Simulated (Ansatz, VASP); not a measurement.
## Two plane-wave programs on ZnO

```
CELL_PARAMETERS angstrom
3.00634 0.00000 0.00000
-1.50317 2.60356 0.00000
0.00000 0.00000 5.17639
ATOMIC_POSITIONS crystal
Zn 0.00000 0.00000 0.00000
Zn 0.00000 0.00000 0.50000
O 0.33333 0.66667 0.25000
O 0.66667 0.33333 0.75000
```

Alike in both runs: task single point; functional r2SCAN; k mesh 9 × 9 × 4; no spin polarisation.

|  | VASP | Ansatz |
| --- | --- | --- |
| version | VASP 6.6.1 | Ansatz 0.2.0 |
| potentials or method | VASP PAW PBE potentials, release 64 (Zn, O) | plane waves, PAW |
| plane-wave cutoff (eV) | 520 | 500 |
| occupations | gaussian, width 0.01 eV | fixed |
| valence electrons in the cell | 36 | 36 |

Ansatz gave:

| Property | Result |
| --- | --- |
| gap on the k mesh at the Fermi level (eV) | 1.20 |
| pressure (GPa) | -5.2 |
| traceless stress, the component that is largest in VASP (GPa) | -0.48 |

Problem. Estimate VASP's values.

Solution. gap on the k mesh at the Fermi level (eV): 1.19; pressure (GPa): -4.0; traceless stress, the component that is largest in VASP (GPa): -0.47.

VASP's potentials were made for PBE, not for r2SCAN.
